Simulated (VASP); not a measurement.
# Os: single point with PBE

Os:

```
Os
1.0
     1.39242   -4.02733    0.00000
     1.39242    4.02733    0.00000
     0.00000    0.00000    2.74691
Os
2
Direct
  0.85485 0.14515 0.75000
  0.14515 0.85485 0.25000
```

```json
{"Program": "VASP 6.6.1", "Task": "single point", "Functional": "PBE", "Potentials or basis": "VASP PAW PBE potentials, release 64 (Os)", "Cutoff": "520 eV", "k mesh": "20 × 20 × 20", "Occupations": "gaussian, width 0.1 eV", "Spin": "no spin polarisation", "Dipole correction": "no", "Further INCAR settings": "ALGO = Fast; EDIFF = 1e-06; NBANDS = 15"}
```

```
Pressure               : -0.2 GPa
Band gap on the k mesh : zero (band 8 reaches 10.13 eV, above the bottom of band 9 at 7.05 eV)
```

Stress tensor (GPa, compression positive):
```
-0.03  0.00  0.00
 0.00 -0.39  0.00
 0.00  0.00 -0.13
```

Levels at points of the mesh, in eV from the Fermi level:
```tsv
k point	band 5	band 6	band 7	band 8	band 9	band 10	band 11	band 12
(0.00, 0.00, 0.00)	-3.18	-1.77	-1.18	-0.01	0.22	1.80	2.95	2.96
(0.50, 0.00, 0.00)	-2.79	-2.54	-2.52	-0.94	0.86	2.36	3.28	3.48
(0.50, 0.50, 0.00)	-3.43	-2.86	-1.26	-0.32	-0.29	0.54	2.23	2.51
(0.00, 0.00, 0.50)	-3.22	-3.22	-1.88	-1.88	2.22	2.22	4.04	4.04
(0.50, 0.00, 0.50)	-1.24	-1.24	0.97	0.97	2.71	2.71	4.96	4.96
(0.50, 0.50, 0.50)	-2.42	-2.42	-0.24	-0.24	0.78	0.78	2.18	2.18
```

Run time: 4.3 min on 1 thread of AMD EPYC 9R45 96-Core Processor (Zen 5), with other jobs on the host, peak memory 0.53 GiB.

Caveat: spin-orbit coupling is left out, which moves the levels of the heavy elements.
